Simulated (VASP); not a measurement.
# PbS (Galena): single point with BLYP+D4

The system is PbS (Galena).

```
CELL_PARAMETERS angstrom
0.00000 3.00478 3.00478
3.00478 0.00000 3.00478
3.00478 3.00478 0.00000
ATOMIC_POSITIONS crystal
Pb 0.00000 0.00000 0.00000
S 0.50000 0.50000 0.50000
```

- Program: VASP 6.6.1
- Task: single point
- Functional: BLYP
- Dispersion: D4
- Potentials or basis: VASP PAW PBE potentials, release 64 (Pb_d, S)
- Cutoff: 520 eV
- k mesh: 8 × 8 × 8
- Occupations: fermi-dirac, width 0.05 eV
- Spin: no spin polarisation

```
Pressure                   : 0.4 GPa
Band gap on the k mesh     : 0.60 eV, direct
Dispersion energy per atom : -0.683 eV
```

Levels at points of the mesh, in eV from the valence-band top:
```csv
k point,band 6,band 7,band 8,band 9,band 10,band 11,band 12,band 13,band 14,band 15
"(0.00, 0.00, 0.00)",-13.18,-6.14,-1.92,-1.92,-1.92,5.04,5.04,5.04,7.07,7.07
"(0.50, 0.00, 0.00)",-12.03,-8.63,-1.54,-1.54,0.00,0.60,2.08,2.08,8.99,10.34
"(0.50, 0.50, 0.00)",-11.67,-7.20,-4.73,-3.10,-3.10,4.38,5.49,5.50,5.50,11.28
```

It took 31 s on 1 thread of Intel(R) Xeon(R) Platinum 8488C (Sapphire Rapids), with other jobs on the host, peak memory 0.18 GiB.

Caveat: the PAW data sets were made with another functional, which shifts forces and pressure a little; spin-orbit coupling is left out, which moves the levels of the heavy elements. A k mesh can miss the band edges.
